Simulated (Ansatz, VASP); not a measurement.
**Sb: VASP beside Ansatz**

The input INCAR:

```
PREC = Accurate
ENCUT = 400
EDIFF = 1E-8
ISMEAR = -1
SIGMA = 0.05
LREAL = F
LASPH = T
NELM = 120
ALGO = Normal
ISIF = 2
LWAVE = F
LCHARG = F
GGA = PE
LEFG = T
NBANDS = 22
GGA_COMPAT = F
```

The input KPOINTS:

```
regular mesh
0
Gamma
  9 9 9
```

File POSCAR:

```
Sb
1.0
    2.2004568288      1.3005956839      3.7779225001
   -2.1007438352      1.2575836773      3.7349104935
    0.0126070064     -2.4458593611      3.7191670064
Sb
2
Direct
    0.2336400000      0.2336400000      0.2336400000
    0.7663600000      0.7663600000      0.7663600000
```

Input for Ansatz:

```yaml
crystal:
  lattice:
    - [2.2004568288, 1.3005956839, 3.7779225001]
    - [-2.1007438352, 1.2575836773, 3.7349104935]
    - [0.0126070064, -2.4458593611, 3.7191670064]
  atoms:
    - { symbol: Sb, position: [0.23364, 0.23364, 0.23364] }
    - { symbol: Sb, position: [0.76636, 0.76636, 0.76636] }
kpoints:
  mp_grid: { grid: [9, 9, 9] }
scf:
  occupations: { method: fermi_dirac, width: 0.05 }
hamiltonian:
  xc: pbe
  pseudopotentials: { kind: paw }
output:
  forces: true
  stress: true
  eigenvalues: true
  efg: { contact_densities: true }
  write_density: true
  write_potential: true
  elf: true
  volumetric_format: npy
```

Change from the starting cell: equal xy, yz and zx shear strains of +2 %, PAW files.

Alike in both runs: task electric field gradients; functional PBE; k mesh 9 × 9 × 9; occupations fermi-dirac, width 0.05 eV; no spin polarisation.

|  | VASP | Ansatz |
| --- | --- | --- |
| version | VASP 6.6.1 | Ansatz 0.2.0 |
| potentials or method | VASP PAW PBE potentials, release 64 (Sb_d_GW) | PAW with Ansatz's default frozen-core files, scalar-relativistic |
| plane-wave cutoff (eV) | 400 | 420 |
| valence electrons in the cell | 30 | 30 |

```tsv
	VASP	Ansatz	Ansatz less VASP
pressure (GPa)	2.8	3.1	+0.31
traceless stress, the component that is largest in VASP (GPa)	-1.21	-1.21	+0.001
rms of the force components (eV/Å)	0.133	0.132	-0.0001
size of Vzz on the site where it differs most (V/Å²)	51.0	52.5	+1.50
```

Atom by atom the forces differ by 0.000 eV/Å (rms over components). The functional is the same, so the differences come from potentials, cutoffs and numerics.

Neither program's run includes spin-orbit coupling.
